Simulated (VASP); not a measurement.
# Al in VASP: a series of runs

Al is run at these levels: PBEsol; tasks: single point, relaxation of cell and atoms.

Program: VASP 6.6.1. These are calculated values, not measurements. Logs are shortened: lines on timing, memory, paths and dates and some standing lists are left out, and cuts for length are marked.

## (1) The cell of the first run

The typed cell holds 4 atoms: a = 2.844 Å, b = 2.844 Å, c = 8.015 Å, α = 90.00°, β = 90.00°, γ = 88.67°.

## (2) Single point, PBEsol

Input file INCAR:

```
SYSTEM = Al
  ALGO = Normal
  EDIFF = 1E-6
  ENCUT = 500
  GGA = PS
  GGA_COMPAT = .FALSE.
  ISIF = 2
  ISMEAR = 0
  LASPH = .TRUE.
  LCHARG = .FALSE.
  LREAL = .FALSE.
  LWAVE = .FALSE.
  NBANDS = 14
  NELM = 120
  PREC = Accurate
  SIGMA = 0.1
```

Input file KPOINTS:

```
k-points
0
G
  6 6 4
  0 0 0
```

Input file POSCAR:

```
Al
1.0
    2.0339235057     -1.9872032019      0.0000000000
    2.0339235057      1.9872032019      0.0000000000
    0.0000000000      0.0000000000      8.0146416514
Al
4
Direct
    0.7499347859      0.2500652141      0.1250189488
    0.7500652141      0.2499347859      0.6250189488
    0.2500652141      0.7499347859      0.8749810512
    0.2499347859      0.7500652141      0.3749810512
```

Potentials or basis: VASP PAW PBE potentials, release 64 (Al).

Command:

```console
$ cat potpaw_PBE.64/Al/POTCAR > POTCAR
$ mpirun -np 1 vasp_std > vasp.out
```

OUTCAR:

```text
SYSTEM = Al
   EDIFF = 1E-6
   ENCUT = 500
   GGA = PS
   ISIF = 2
   ISMEAR = 0
   LASPH = .TRUE.
   LREAL = .FALSE.
   NELM = 120
   PREC = Accurate

 ion  position               nearest neighbor table
   1  0.750  0.250  0.125-   4 2.82   4 2.82   3 2.82   3 2.82   4 2.85   4 2.85   3 2.86   3 2.86

   2  0.750  0.250  0.625-   3 2.82   3 2.82   4 2.82   4 2.82   3 2.85   3 2.85   4 2.86   4 2.86

   3  0.250  0.750  0.875-   2 2.82   2 2.82   1 2.82   1 2.82   2 2.85   2 2.85   1 2.86   1 2.86

   4  0.250  0.750  0.375-   1 2.82   1 2.82   2 2.82   2 2.82   1 2.85   1 2.85   2 2.86   2 2.86

  LATTYP: Found a base centered orthorhombic cell.
 ALAT       =     3.9744064038
 B/A-ratio  =     1.0235105820
 C/A-ratio  =     2.0165631888

  Lattice vectors:

 A1 = (  -2.0339235057,  -1.9872032019,   0.0000000000)
 A2 = (   2.0339235057,  -1.9872032019,   0.0000000000)
 A3 = (   0.0000000000,   0.0000000000,   8.0146416514)

Analysis of symmetry for initial positions (statically):
=====================================================================
 Subroutine PRICEL returns:
 Original cell was already a primitive cell.

 Routine SETGRP: Setting up the symmetry group for a
 base centered orthorhombic supercell.

 Subroutine GETGRP returns: Found  8 space group operations
 (whereof  4 operations were pure point group operations)
 out of a pool of  8 trial point group operations.

The static configuration has the point symmetry C_2h.
 The point group associated with its full space group is D_2h.

Analysis of symmetry for dynamics (positions and initial velocities):
=====================================================================
 Subroutine PRICEL returns:
 Original cell was already a primitive cell.

 Routine SETGRP: Setting up the symmetry group for a
 base centered orthorhombic supercell.

 Subroutine GETGRP returns: Found  8 space group operations
 (whereof  4 operations were pure point group operations)
 out of a pool of  8 trial point group operations.

The dynamic configuration has the point symmetry C_2h.
 The point group associated with its full space group is D_2h.

 Subroutine INISYM returns: Found  8 space group operations
 (whereof  4 operations are pure point group operations),
 and found     1 'primitive' translations

----------------------------------------------------------------------------------------

                                     Primitive cell

  volume of cell :      64.7875

  direct lattice vectors                    reciprocal lattice vectors
     2.033923506 -1.987203202  0.000000000     0.245830287 -0.251609901  0.000000000
     2.033923506  1.987203202  0.000000000     0.245830287  0.251609901  0.000000000
     0.000000000  0.000000000  8.014641651     0.000000000  0.000000000  0.124771642

  length of vectors
     2.843557876  2.843557876  8.014641651     0.351767071  0.351767071  0.124771642

  position of ions in fractional coordinates (direct lattice)
     0.749934786  0.250065214  0.125018949
     0.750065214  0.249934786  0.625018949
     0.250065214  0.749934786  0.874981051
     0.249934786  0.750065214  0.374981051

  ion indices of the primitive-cell ions
   primitive index   ion index
                 1           1
                 2           2
                 3           3
                 4           4

----------------------------------------------------------------------------------------

 KPOINTS: k-points

Automatic generation of k-mesh.
 Grid dimensions read from file:
 generate k-points for:    6    6    4

 Generating k-lattice:

  Cartesian coordinates                     Fractional coordinates (reciprocal lattice)
     0.040971715 -0.041934983  0.000000000     0.166666667 -0.000000000  0.000000000
     0.040971715  0.041934983  0.000000000    -0.000000000  0.166666667  0.000000000
     0.000000000  0.000000000  0.031192911     0.000000000  0.000000000  0.250000000

  Length of vectors
     0.058627845  0.058627845  0.031192911

  Shift w.r.t. Gamma in fractional coordinates (k-lattice)
     0.000000000  0.000000000  0.000000000

 Subroutine IBZKPT returns following result:
 ===========================================

 Found     39 irreducible k-points:

 Following reciprocal coordinates:
            Coordinates               Weight
  0.000000  0.000000  0.000000      1.000000
  0.166667 -0.000000  0.000000      4.000000
  0.333333  0.000000  0.000000      4.000000
  0.500000 -0.000000  0.000000      2.000000
  0.166667  0.166667  0.000000      2.000000
  0.333333  0.166667  0.000000      4.000000
[... 16 lines left out ...]
  0.333333  0.333333  0.250000      4.000000
  0.500000  0.333333  0.250000      8.000000
 [... further k-points ...]
   k-points           NKPTS =     39   k-points in BZ     NKDIM =     39   number of bands    NBANDS=     14
   number of dos      NEDOS =    301   number of ions     NIONS =      4
   total plane-waves  NPLWV =  34560
   dimension x,y,z NGX =    24 NGY =   24 NGZ =   60
   dimension x,y,z NGXF=    48 NGYF=   48 NGZF=  120
   ions per type =               4
   NGX,Y,Z   is equivalent  to a cutoff of  14.03, 14.03, 12.45 a.u.
   NGXF,Y,Z  is equivalent  to a cutoff of  28.06, 28.06, 24.89 a.u.
 SYSTEM =  Al
   PREC   = accura    normal or accurate (medium, high low for compatibility)
   ISTART =      0    job   : 0-new  1-cont  2-samecut
   ICHARG =      2    charge: 1-file 2-atom 10-const
   ISPIN  =      1    spin polarized calculation?
   LNONCOLLINEAR =      F non collinear calculations
   LSORBIT =      F    spin-orbit coupling
   LASPH  =      T    aspherical Exc in radial PAW
   ENCUT  =  500.0 eV  36.75 Ry    6.06 a.u.   5.18  5.18 14.61*2*pi/ulx,y,z
   NELM   =    120;   NELMIN=  2; NELMDL= -5     # of ELM steps
   EDIFF  = 0.1E-05   stopping-criterion for ELM
   LREAL  =      F    real-space projection
   EDIFFG = 0.1E-04   stopping-criterion for IOM
   NSW    =      0    number of steps for IOM
   IBRION =     -1    ionic relax: 0-MD 1-quasi-New 2-CG
   NFREE  =      0    steps in history (QN), initial steepest desc. (CG)
   ISIF   =      2    stress and relaxation
   ISYM   =      2    0-nonsym 1-usesym 2-fastsym
   POTIM  = 0.5000    time-step for ionic-motion
   TEBEG  =    0.0;   TEEND  =   0.0 temperature during run
   PSTRESS=    0.0 pullay stress
   NELECT =      12.0000    total number of electrons
   NUPDOWN=      -1.0000    fix difference up-down
   EMIN   =  10.00;   EMAX   =-10.00  energy-range for DOS
   EFERMI =   0.00;   METHOD = LEGACY
   ISMEAR =     0;   SIGMA  =   0.10  broadening in eV -4-tet -1-fermi 0-gaus
   EFERMI_NEDOS =   21; number of points for ismear=-14 and -15
   IALGO  =     38    algorithm
   IMIX   =      4    mixing-type and parameters
     AMIX     =   0.40;   BMIX     =  1.00
     AMIX_MAG =   1.60;   BMIX_MAG =  1.00
  volume/ion in A,a.u.               =      16.20       109.30
  Fermi-wavevector in a.u.,A,eV,Ry     =   0.933193  1.763480 11.848628  0.870850
  Thomas-Fermi vector in A             =   2.059869
   LORBIT       =      0    0 simple, 1 ext, 2 COOP (PROOUT), +10 PAW based schemes
   GGA     = PS    functional components
   LHFCALC =     F    Hartree Fock is set to
   AEXX    =    0.0000 exact exchange contribution
   IVDW    =     0    specifies the selected vdW correction
   LEPSILON=     F    determine dielectric tensor
   LRPA    =     F    only Hartree local field effects (RPA)
 non-spin polarized calculation
 Gauss-broadening in eV      SIGMA  =   0.10
  energy-cutoff  :      500.00
  volume of cell :       64.79
 maximum number of plane-waves:      1661
 NGX is ok and might be reduce to    24

 number of electron      12.0000000 magnetization

 Free energy of the ion-electron system (eV)
  ---------------------------------------------------
  ext. energy  EPLUGINS =         0.00000000
  ---------------------------------------------------
  free energy    TOTEN  =       -16.45385208 eV

  energy without entropy =      -16.44594838  energy(sigma->0) =      -16.44990023

 E-fermi :   8.2418     XC(G=0): -10.3245

 val. band max:        8.2037928686   @ k =   0.5000   0.5000   0.0000
 cond. band min:       8.2903750588   @ k =   0.5000   0.3333   0.5000
 fundamental gap:      0.0865821902
 Fermi energy:         8.2418136128

 k-point     1 :       0.0000    0.0000    0.0000
  band No.  band energies     occupation
      1      -3.1144      2.00000
      2      -0.8304      2.00000
      3      -0.8288      2.00000
      4       5.2153      2.00000
      5       6.5754      2.00000
      6      13.3777      0.00000
      7      13.7008      0.00000
      8      13.8615      0.00000
      9      15.6341      0.00000
     10      15.6362      0.00000
     11      15.6391      0.00000
     12      15.6411      0.00000
     13      15.8130      0.00000
     14      15.8149      0.00000

 k-point     2 :       0.1667   -0.0000    0.0000
  band No.  band energies     occupation
      1      -2.6066      2.00000
      2      -0.3310      2.00000
      3      -0.3294      2.00000
      4       5.6792      2.00000
      5       7.0465      2.00000
      6       9.0805      0.00000
      7      11.1560      0.00000
      8      11.1578      0.00000
      9      14.1989      0.00000
     10      15.7112      0.00000
     11      16.1494      0.00000
     12      16.1513      0.00000
     13      16.8347      0.00000
     14      16.9720      0.00000

 k-point     3 :       0.3333    0.0000    0.0000
  band No.  band energies     occupation
      1      -1.0944      2.00000
      2       1.1567      2.00000
      3       1.1583      2.00000
      4       4.7819      2.00000
      5       6.9760      2.00000
      6       6.9777      2.00000
      7       7.0736      2.00000
      8       8.6020      0.00000
      9      12.6734      0.00000
     10      14.1574      0.00000
     11      15.4752      0.00000
     12      17.3398      0.00000
     13      17.4348      0.00000
     14      17.4367      0.00000

 k-point     4 :       0.5000   -0.0000    0.0000
  band No.  band energies     occupation
      1       1.3892      2.00000
      2       1.3892      2.00000
      3       3.4767      2.00000
      4       3.4767      2.00000
      5       3.7447      2.00000
      6       3.7447      2.00000
      7       9.4047      0.00000
      8       9.4047      0.00000
      9      10.9820      0.00000
     10      10.9820      0.00000
     11      17.6140      0.00000
     12      17.6140      0.00000
     13      19.4251      0.00000
     14      19.4374      0.00000

 k-point     5 :       0.1667    0.1667    0.0000
  band No.  band energies     occupation
      1      -2.1241      2.00000
      2       0.1437      2.00000
      3       0.1453      2.00000
      4       6.1223      2.00000
      5       7.5034      2.00000
      6       8.9677      0.00000
      7      10.6947      0.00000
      8      11.0783      0.00000
      9      11.0803      0.00000
     10      12.6881      0.00000
     11      12.6896      0.00000
[... 276 lines left out ...]
 k-point    22 :      -0.1667    0.1667    0.2500
  band No.  band energies     occupation
      1      -1.9344      2.00000
      2      -0.7970      2.00000
      3       1.4486      2.00000
      4       4.7070      2.00000
      5       8.9455      0.00000
      6       9.1810      0.00000
      7      10.0062      0.00000
      8      10.5942      0.00000
      9      11.4446      0.00000
     10      12.1272      0.00000
     11      13.5259      0.00000
     12      14.6018      0.00000
     13      15.2987      0.00000
     14      16.2684      0.00000

 k-point    23 :       0.3333    0.3333    0.2500
  band No.  band energies     occupation
      1       0.9427      2.00000
      2       2.0565      2.00000
      3       4.2533      2.00000
      4       6.3721      2.00000
      5       7.3172      2.00000
      6       7.4239      2.00000
      7       8.0229      1.99804
      8       9.0179      0.00000
      9       9.5328      0.00000
     10      11.1259      0.00000
     11      12.0747      0.00000
     12      12.2870      0.00000
     13      12.7023      0.00000
     14      13.4619      0.00000

 k-point    24 :       0.5000    0.3333    0.2500
  band No.  band energies     occupation
      1       3.3268      2.00000
      2       3.5917      2.00000
      3       4.4156      2.00000
      4       4.6752      2.00000
      5       6.6038      2.00000
      6       6.8567      2.00000
      7       9.0891      0.00000
      8       9.4987      0.00000
      9       9.9597      0.00000
     10      10.0752      0.00000
     11      10.2247      0.00000
     12      10.7470      0.00000
     13      12.4240      0.00000
     14      12.9485      0.00000

 [... further k-points ...]

------------------------ aborting loop because EDIFF is reached ----------------------------------------

  FORCE on cell =-STRESS in cart. coord.  units (eV):
  Direction    XX          YY          ZZ          XY          YZ          ZX
  --------------------------------------------------------------------------------------
  -------------------------------------------------------------------------------------
  Total        0.0202695      0.1349176      0.1246589      0.0000000      0.0000000      0.0000000
  in kB        0.5012583      3.3364783      3.0827812      0.0000000      0.0000000      0.0000000
  external PRESSURE =       2.3068393 kB  Pullay stress =       0.0000000 kB

 VOLUME and BASIS-vectors are now :
 -----------------------------------------------------------------------------
  energy-cutoff  :      500.00
  volume of cell :       64.79
      direct lattice vectors                 reciprocal lattice vectors
     2.033923506 -1.987203202  0.000000000     0.245830287 -0.251609901  0.000000000
     2.033923506  1.987203202  0.000000000     0.245830287  0.251609901  0.000000000
     0.000000000  0.000000000  8.014641651     0.000000000  0.000000000  0.124771642

 POSITION                                       TOTAL-FORCE (eV/Angst)
 -----------------------------------------------------------------------------------
      2.03392     -0.99334      1.00198         0.000000     -0.000536     -0.001577
      2.03392     -0.99386      5.00930         0.000000      0.000536     -0.001577
      2.03392      0.99334      7.01266         0.000000      0.000536      0.001577
      2.03392      0.99386      3.00534         0.000000     -0.000536      0.001577
 -----------------------------------------------------------------------------------
    total drift:                                0.000000      0.000000     -0.000000

  FREE ENERGIE OF THE ION-ELECTRON SYSTEM (eV)
  ---------------------------------------------------
  free  energy   TOTEN  =       -16.4538520806 eV

  energy  without entropy=      -16.4459483785  energy(sigma->0) =      -16.44990023
```

Run time: 36 s. Hardware: 1 thread of Intel Xeon 8259CL, shared host; peak memory 0.18 GiB.

Results:

| Property | Result |
| --- | --- |
| Free energy | -16.4539 eV |
| Pressure | 0.2 GPa |
| Band gap on the k mesh | zero (bands 6 and 7 overlap by 7.19 eV) |

Caveat: the k points lie up to 0.37 Å⁻¹ apart, too coarse for converged energies and pressures of a metal; the PAW data sets were made with another functional, which shifts forces and pressure a little.

## (3) Single point, PBEsol

This run uses another cell than the first one: it holds 1 atom, not 4.

Input file INCAR:

```
SYSTEM = Al
ALGO = Normal ; EDIFF = 1E-6
ENCUT = 500 ; GGA = PS
GGA_COMPAT = .False. ; ISIF = 2
ISMEAR = 0 ; LASPH = .True.
LCHARG = .False. ; LREAL = .False.
LWAVE = .False. ; NBANDS = 8
NELM = 120 ; PREC = Accurate
SIGMA = 0.1
```

Input file KPOINTS:

```
k-points
0
Gamma
  24 24 24
  0 0 0
```

Input file POSCAR:

```
Al
1.0
    0.0000000000      2.0062388583      2.0068958234
    2.0073671236      0.0000000000      2.0068958234
    2.0073671236      2.0062388583      0.0000000000
Al
1
Direct
    0.5000000000      0.5000000000      0.5000000000
```

Potentials or basis: VASP PAW PBE potentials, release 64 (Al).

Command:

```console
$ cat potpaw_PBE.64/Al/POTCAR > POTCAR
$ mpirun -np 1 vasp_std > vasp.out
```

Run time: 3.4 min. Hardware: 1 thread of Intel Xeon 8259CL, shared host; peak memory 0.31 GiB.

The run converged. Its results:

- Free energy: -4.0918 eV
- Pressure: 0.1 GPa
- Band gap on the k mesh: zero (an odd number of electrons rules out a gap without spin polarisation)

Levels at points of the mesh, in eV from the Fermi level:
| k point | band 1 | band 2 | band 3 | band 4 | band 5 | band 6 |
| --- | --- | --- | --- | --- | --- | --- |
| (0.00, 0.00, 0.00) | -11.28 | 12.70 | 12.70 | 12.70 | 14.35 | 14.35 |
| (0.50, 0.00, 0.00) | -4.69 | -4.41 | 11.51 | 11.53 | 11.60 | 11.61 |
| (0.50, 0.50, 0.00) | -2.98 | -1.62 | 5.25 | 5.67 | 5.68 | 9.24 |
| (0.50, 0.00, 0.50) | -2.97 | -1.62 | 5.24 | 5.67 | 5.67 | 9.23 |
| (0.00, 0.50, 0.50) | -2.98 | -1.63 | 5.25 | 5.68 | 5.68 | 9.24 |

Caveat: the PAW data sets were made with another functional, which shifts forces and pressure a little.

[end of part 1 of 2]
